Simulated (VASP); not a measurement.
The system is Rb3Si2.

```
CELL_PARAMETERS angstrom
7.27984 0.00000 0.00000
-3.63992 6.30453 0.00000
0.00000 0.00000 4.76869
ATOMIC_POSITIONS crystal
Rb 0.50000 0.00000 0.50000
Rb 0.00000 0.50000 0.50000
Rb 0.50000 0.50000 0.50000
Si 0.00000 0.00000 0.75620
Si 0.00000 0.00000 0.24380
```

The cell was generated, and may not be a known phase.

```yaml
Program: VASP 6.6.1
Task: relaxation of cell and atoms
Functional: PBE
Potentials_or_basis: VASP PAW PBE potentials, release 64 (Rb_sv, Si)
Cutoff: 600 eV
k_mesh: 3 × 3 × 4
Occupations: gaussian, width 0.1 eV
Spin: no spin polarisation
```

At the start: pressure 0.6 GPa; volume 43.77 Å³/atom.

**Question.** How do energy, volume and symmetry change on relaxing?

**Answer.** Over 13 steps the energy falls by 80.1 meV/atom and the volume is 49.13 Å³/atom (+12.2 %); space group P6/mmm (No. 191, to 0.1 Å) before and after.

Step by step:
```
step  energy change (eV)  largest force (eV/Å)  pressure (GPa)  volume (Å³)
   1              0.0000                0.6225            0.60       218.86
   2             -0.1664                0.1844            0.34       223.92
   3             -0.2930                1.0998            0.31       230.51
   4             -0.3796                0.5635            0.52       235.82
   5             -0.3811                0.4591            0.58       236.53
   6             -0.3952                0.3452            0.13       241.54
   7             -0.3963                0.1837            0.22       240.43
   8             -0.3990                0.0168            0.06       242.69
   9             -0.3991                0.0178            0.03       243.18
  10             -0.4001                0.0420            0.04       244.04
  11             -0.4004                0.0703            0.04       245.03
  12             -0.4006                0.0416           -0.01       245.95
  13             -0.4006                0.0046            0.01       245.64
```

Final structure:
```cif
data_structure
_symmetry_space_group_name_H-M 'P 1'
_symmetry_Int_Tables_number 1
_cell_length_a 7.9687
_cell_length_b 7.9687
_cell_length_c 4.4668
_cell_angle_alpha 90.000
_cell_angle_beta 90.000
_cell_angle_gamma 120.000
_cell_volume 245.64
loop_
_atom_site_label
_atom_site_type_symbol
_atom_site_fract_x
_atom_site_fract_y
_atom_site_fract_z
_atom_site_occupancy
Rb1 Rb 0.50000 0.00000 0.50000 1
Rb2 Rb 0.00000 0.50000 0.50000 1
Rb3 Rb 0.50000 0.50000 0.50000 1
Si1 Si 0.00000 0.00000 0.74899 1
Si2 Si 0.00000 0.00000 0.25101 1
```
